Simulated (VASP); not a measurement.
# AlN (P6_3mc) in VASP: notebook

Runs on AlN. Level: LDA. Tasks: single point.

All numbers are computed with VASP 6.6.1; they aren't measurements. Logs are shortened: lines on timing, memory, paths and dates and some standing lists are left out, and cuts for length are marked.

**1. The cell of the first run**

Symmetry: P6_3mc, No. 186, hexagonal system. The conventional cell has a = 3.249 Å, b = 3.249 Å, c = 4.067 Å, α = 90.00°, β = 90.00°, γ = 120.00°. Within 2.4 Å of Al (site symmetry 3m) lie 5 N at 1.77 to 2.29 Å. Within 2.4 Å of N (site symmetry 3m) lie 5 Al at 1.77 to 2.29 Å.

**2. Single point, LDA**

File INCAR:

```
SYSTEM = AlN
PREC     = Accurate       ! precision mode
ENCUT    = 520            ! plane-wave cutoff, eV
EDIFF    = 1E-6           ! SCF threshold, eV
ISMEAR   = 0              ! smearing method
SIGMA    = 0.05           ! smearing width, eV
LREAL    = .False.        ! projectors in reciprocal space
LASPH    = .True.         ! aspherical terms in the spheres
NELM     = 60             ! most SCF steps
ALGO     = Normal         ! electronic algorithm
ISIF     = 2              ! what is computed and relaxed
LWAVE    = .False.        ! write WAVECAR
LCHARG   = .False.        ! write CHGCAR
NBANDS   = 16             ! bands
```

File KPOINTS:

```
regular mesh
0
Gamma
  9 9 6
  0 0 0
```

File POSCAR:

```
AlN
1.0
    3.2486697589      0.0000000000      0.0000000000
   -1.6243348794      2.8134305397      0.0000000000
    0.0000000000      0.0000000000      4.0666517166
Al N
2 2
Direct
    0.3333333333      0.6666666667      0.7718758780
    0.6666666667      0.3333333333      0.2718758780
    0.3333333333      0.6666666667      0.2078607238
    0.6666666667      0.3333333333      0.7078607238
```

Potentials or basis: VASP PAW LDA potentials, release 64 (Al, N).

Run with:

```sh
cat potpaw_LDA.64/Al/POTCAR potpaw_LDA.64/N/POTCAR > POTCAR
mpirun -np 1 vasp_std > vasp.out
```

OUTCAR:

```text
SYSTEM = AlN
   PREC = Accurate
   ENCUT = 520
   EDIFF = 1E-6
   ISMEAR = 0
   LREAL = .False.
   LASPH = .True.
   NELM = 60
   ISIF = 2

 ion  position               nearest neighbor table
   1  0.333  0.667  0.772-   3 1.77   4 1.89   4 1.89   4 1.89   3 2.29   2 2.77   2 2.77   2 2.77
                             2 2.77   2 2.77   2 2.77
   2  0.667  0.333  0.272-   4 1.77   3 1.89   3 1.89   3 1.89   4 2.29   1 2.77   1 2.77   1 2.77
                             1 2.77   1 2.77   1 2.77
   3  0.333  0.667  0.208-   1 1.77   2 1.89   2 1.89   2 1.89   1 2.29
   4  0.667  0.333  0.708-   2 1.77   1 1.89   1 1.89   1 1.89   2 2.29

  LATTYP: Found a hexagonal cell.
 ALAT       =     3.2486697589
 C/A-ratio  =     1.2517898150

  Lattice vectors:

 A1 = (   3.2486697589,   0.0000000000,   0.0000000000)
 A2 = (  -1.6243348794,   2.8134305397,   0.0000000000)
 A3 = (   0.0000000000,   0.0000000000,   4.0666517166)

Analysis of symmetry for initial positions (statically):
=====================================================================
 Subroutine PRICEL returns:
 Original cell was already a primitive cell.

 Routine SETGRP: Setting up the symmetry group for a
 hexagonal supercell.

 Subroutine GETGRP returns: Found 12 space group operations
 (whereof  6 operations were pure point group operations)
 out of a pool of 24 trial point group operations.

The static configuration has the point symmetry C_3v.
 The point group associated with its full space group is C_6v.

Analysis of symmetry for dynamics (positions and initial velocities):
=====================================================================
 Subroutine PRICEL returns:
 Original cell was already a primitive cell.

 Routine SETGRP: Setting up the symmetry group for a
 hexagonal supercell.

 Subroutine GETGRP returns: Found 12 space group operations
 (whereof  6 operations were pure point group operations)
 out of a pool of 24 trial point group operations.

The dynamic configuration has the point symmetry C_3v.
 The point group associated with its full space group is C_6v.

 Subroutine INISYM returns: Found 12 space group operations
 (whereof  6 operations are pure point group operations),
 and found     1 'primitive' translations

----------------------------------------------------------------------------------------

                                     Primitive cell

  volume of cell :      37.1688

  direct lattice vectors                    reciprocal lattice vectors
     3.248669759  0.000000000  0.000000000     0.307818299  0.177718978  0.000000000
    -1.624334879  2.813430540  0.000000000     0.000000000  0.355437956  0.000000000
     0.000000000  0.000000000  4.066651717     0.000000000  0.000000000  0.245902543

  length of vectors
     3.248669759  3.248669759  4.066651717     0.355437956  0.355437956  0.245902543

  position of ions in fractional coordinates (direct lattice)
     0.333333333  0.666666667  0.771875878
     0.666666667  0.333333333  0.271875878
     0.333333333  0.666666667  0.207860724
     0.666666667  0.333333333  0.707860724

  ion indices of the primitive-cell ions
   primitive index   ion index
                 1           1
                 2           2
                 3           3
                 4           4

----------------------------------------------------------------------------------------

 KPOINTS: regular mesh

Automatic generation of k-mesh.
 Grid dimensions read from file:
 generate k-points for:    9    9    6

 Generating k-lattice:

  Cartesian coordinates                     Fractional coordinates (reciprocal lattice)
     0.034202033  0.019746553  0.000000000     0.111111111  0.000000000  0.000000000
     0.000000000  0.039493106  0.000000000     0.000000000  0.111111111  0.000000000
     0.000000000  0.000000000  0.040983757     0.000000000  0.000000000  0.166666667

  Length of vectors
     0.039493106  0.039493106  0.040983757

  Shift w.r.t. Gamma in fractional coordinates (k-lattice)
     0.000000000  0.000000000  0.000000000

 Subroutine IBZKPT returns following result:
 ===========================================

 Found     48 irreducible k-points:

 Following reciprocal coordinates:
            Coordinates               Weight
  0.000000  0.000000  0.000000      1.000000
  0.111111 -0.000000  0.000000      6.000000
  0.222222  0.000000  0.000000      6.000000
  0.333333  0.000000  0.000000      6.000000
  0.444444  0.000000  0.000000      6.000000
  0.111111  0.111111  0.000000      6.000000
[... 16 lines left out ...]
  0.333333  0.222222  0.166667     24.000000
  0.333333  0.333333  0.166667      4.000000
 [... further k-points ...]
   k-points           NKPTS =     48   k-points in BZ     NKDIM =     48   number of bands    NBANDS=     16
   number of dos      NEDOS =    301   number of ions     NIONS =      4
   total plane-waves  NPLWV =  17280
   dimension x,y,z NGX =    24 NGY =   24 NGZ =   30
   dimension x,y,z NGXF=    48 NGYF=   48 NGZF=   60
   ions per type =               2   2
   NGX,Y,Z   is equivalent  to a cutoff of  12.28, 12.28, 12.26 a.u.
   NGXF,Y,Z  is equivalent  to a cutoff of  24.56, 24.56, 24.53 a.u.
 SYSTEM =  AlN
   PREC   = accura    normal or accurate (medium, high low for compatibility)
   ISTART =      0    job   : 0-new  1-cont  2-samecut
   ICHARG =      2    charge: 1-file 2-atom 10-const
   ISPIN  =      1    spin polarized calculation?
   LNONCOLLINEAR =      F non collinear calculations
   LSORBIT =      F    spin-orbit coupling
   LASPH  =      T    aspherical Exc in radial PAW
   ENCUT  =  520.0 eV  38.22 Ry    6.18 a.u.   6.04  6.04  7.56*2*pi/ulx,y,z
   NELM   =     60;   NELMIN=  2; NELMDL= -5     # of ELM steps
   EDIFF  = 0.1E-05   stopping-criterion for ELM
   LREAL  =      F    real-space projection
   EDIFFG = 0.1E-04   stopping-criterion for IOM
   NSW    =      0    number of steps for IOM
   IBRION =     -1    ionic relax: 0-MD 1-quasi-New 2-CG
   NFREE  =      0    steps in history (QN), initial steepest desc. (CG)
   ISIF   =      2    stress and relaxation
   ISYM   =      2    0-nonsym 1-usesym 2-fastsym
   POTIM  = 0.5000    time-step for ionic-motion
   TEBEG  =    0.0;   TEEND  =   0.0 temperature during run
   PSTRESS=    0.0 pullay stress
   NELECT =      16.0000    total number of electrons
   NUPDOWN=      -1.0000    fix difference up-down
   EMIN   =  10.00;   EMAX   =-10.00  energy-range for DOS
   EFERMI =   0.00;   METHOD = LEGACY
   ISMEAR =     0;   SIGMA  =   0.05  broadening in eV -4-tet -1-fermi 0-gaus
   EFERMI_NEDOS =   21; number of points for ismear=-14 and -15
   IALGO  =     38    algorithm
   IMIX   =      4    mixing-type and parameters
     AMIX     =   0.40;   BMIX     =  1.00
     AMIX_MAG =   1.60;   BMIX_MAG =  1.00
  volume/ion in A,a.u.               =       9.29        62.71
  Fermi-wavevector in a.u.,A,eV,Ry     =   1.236105  2.335899 20.789086  1.527955
  Thomas-Fermi vector in A             =   2.370727
   LORBIT       =      0    0 simple, 1 ext, 2 COOP (PROOUT), +10 PAW based schemes
   GGA     = CA    functional components
   LHFCALC =     F    Hartree Fock is set to
   AEXX    =    0.0000 exact exchange contribution
   IVDW    =     0    specifies the selected vdW correction
   LEPSILON=     F    determine dielectric tensor
   LRPA    =     F    only Hartree local field effects (RPA)
 non-spin polarized calculation
 Gauss-broadening in eV      SIGMA  =   0.05
  energy-cutoff  :      520.00
  volume of cell :       37.17
 maximum number of plane-waves:      1026
   NGX = 13   NGY = 13   NGZ = 15

 number of electron      15.9999996 magnetization

 Free energy of the ion-electron system (eV)
  ---------------------------------------------------
  ext. energy  EPLUGINS =         0.00000000
  ---------------------------------------------------
  free energy    TOTEN  =       -32.06786616 eV

  energy without entropy =      -32.06786616  energy(sigma->0) =      -32.06786616

 E-fermi :   8.3243     XC(G=0): -11.7672

 val. band max:        8.0600264116   @ k =   0.0000   0.0000   0.0000
 cond. band min:      12.1479186179   @ k =   0.0000   0.0000   0.0000
 fundamental gap:      4.0878922063
 Fermi energy:         8.3242874543

 k-point     1 :       0.0000    0.0000    0.0000
  band No.  band energies     occupation
      1      -8.7419      2.00000
      2      -4.7224      2.00000
      3       1.2619      2.00000
      4       4.9831      2.00000
      5       4.9831      2.00000
      6       6.7244      2.00000
[... 8 lines left out ...]
     15      20.3733      0.00000
     16      20.5908      0.00000

 k-point     2 :       0.1111   -0.0000    0.0000
  band No.  band energies     occupation
      1      -8.5908      2.00000
      2      -4.7189      2.00000
      3       1.4164      2.00000
      4       4.4571      2.00000
      5       4.7653      2.00000
      6       6.2149      2.00000
[... 8 lines left out ...]
     15      19.9596      0.00000
     16      20.5656      0.00000

 k-point     3 :       0.2222    0.0000    0.0000
  band No.  band energies     occupation
      1      -8.1561      2.00000
      2      -4.7595      2.00000
      3       1.8578      2.00000
      4       3.3322      2.00000
      5       4.3267      2.00000
      6       5.2935      2.00000
[... 8 lines left out ...]
     15      19.1573      0.00000
     16      21.1138      0.00000

 k-point     4 :       0.3333    0.0000    0.0000
  band No.  band energies     occupation
      1      -7.5067      2.00000
      2      -4.9679      2.00000
      3       2.1677      2.00000
      4       2.6802      2.00000
      5       3.9331      2.00000
      6       4.4833      2.00000
[... 8 lines left out ...]
     15      20.0528      0.00000
     16      21.7525      0.00000
[... 324 lines left out ...]
 k-point    22 :       0.2222    0.2222    0.1667
  band No.  band energies     occupation
      1      -7.0062      2.00000
      2      -5.2156      2.00000
      3       1.8689      2.00000
      4       2.1928      2.00000
      5       3.9728      2.00000
      6       4.5371      2.00000
[... 8 lines left out ...]
     15      20.7565      0.00000
     16      22.2112      0.00000

 k-point    23 :       0.3333    0.2222    0.1667
  band No.  band energies     occupation
      1      -6.4008      2.00000
      2      -5.5192      2.00000
      3       1.5105      2.00000
      4       2.3498      2.00000
      5       3.1539      2.00000
      6       5.0678      2.00000
[... 8 lines left out ...]
     15      20.6650      0.00000
     16      22.4005      0.00000

 k-point    24 :       0.3333    0.3333    0.1667
  band No.  band energies     occupation
      1      -5.9018      2.00000
      2      -5.9018      2.00000
      3       1.4755      2.00000
      4       2.6040      2.00000
      5       2.6040      2.00000
      6       5.2550      2.00000
[... 8 lines left out ...]
     15      20.1058      0.00000
     16      22.1559      0.00000

 [... further k-points ...]
[... 5 lines left out ...]
  --------------------------------------------------------------------------------------
  -------------------------------------------------------------------------------------
  Total        0.4422014      0.4422014      9.7579473      0.0000000      0.0000000     -0.0000000
  in kB       19.0612771     19.0612771    420.6203753      0.0000000      0.0000000     -0.0000000
  external PRESSURE =     152.9143098 kB  Pullay stress =       0.0000000 kB

 VOLUME and BASIS-vectors are now :
 -----------------------------------------------------------------------------
  energy-cutoff  :      520.00
  volume of cell :       37.17
      direct lattice vectors                 reciprocal lattice vectors
     3.248669759  0.000000000  0.000000000     0.307818299  0.177718978  0.000000000
    -1.624334879  2.813430540  0.000000000     0.000000000  0.355437956  0.000000000
     0.000000000  0.000000000  4.066651717     0.000000000  0.000000000  0.245902543

 POSITION                                       TOTAL-FORCE (eV/Angst)
 -----------------------------------------------------------------------------------
     -0.00000      1.87562      3.13895         0.000000      0.000000     -2.096650
      1.62433      0.93781      1.10562         0.000000     -0.000000     -2.096650
     -0.00000      1.87562      0.84530         0.000000     -0.000000      2.096650
      1.62433      0.93781      2.87862        -0.000000      0.000000      2.096650
 -----------------------------------------------------------------------------------
    total drift:                                0.000000      0.000000      0.000063

  FREE ENERGIE OF THE ION-ELECTRON SYSTEM (eV)
  ---------------------------------------------------
  free  energy   TOTEN  =       -32.0678661636 eV

  energy  without entropy=      -32.0678661636  energy(sigma->0) =      -32.06786616
```

Run time: 24 s. Hardware: 1 thread of Intel Xeon 8259CL, shared host; peak memory 0.14 GiB.

What came out:

- Free energy: -32.0679 eV
- Pressure: 15.3 GPa
- Largest force: 2.097 eV/Å
- Band gap on the k mesh: 4.09 eV, direct

Forces in eV/Å, atoms in the order of the input:
```
Al   0.000  0.000 -2.097
Al   0.000  0.000 -2.097
N    0.000  0.000  2.097
N    0.000  0.000  2.097
```

Stress tensor (GPa, compression positive):
```
 1.91  0.00  0.00
 0.00  1.91  0.00
 0.00  0.00 42.06
```

Caveat: forces of over 1 eV/Å act on the atoms, so gaps and moduli don't describe the material at rest. A k mesh can miss the band edges.

(Part 1 of 2 ends here.)
